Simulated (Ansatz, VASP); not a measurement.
One calculation of Te, two programs

```
Te
1.0
     0.00000    2.40102    2.40102
     2.40102    0.00000    2.40102
     2.40102    2.40102    0.00000
Te
1
Direct
  0.00000 0.00000 0.00000
```

Alike in both runs: task single point; functional revPBE; k mesh 13 × 13 × 13; occupations fermi-dirac, width 0.1 eV; no spin polarisation.

|  | VASP | Ansatz |
| --- | --- | --- |
| version | VASP 6.6.1 | Ansatz 0.2.0 |
| potentials or method | VASP PAW PBE potentials, release 64 (Te), cutoff 520 eV | plane waves (420 eV) with PAW, scalar-relativistic |
| valence electrons in the cell | 6 | 16 |

```tsv
	VASP	Ansatz	Ansatz less VASP
pressure (GPa)	2.1	2.2	+0.13
```

VASP's potentials were made for PBE, not for revPBE. VASP's potentials hold 6 valence electrons a cell and Ansatz's 16, so a difference there can come from the potentials and not from the codes.

Spin-orbit coupling is off throughout.
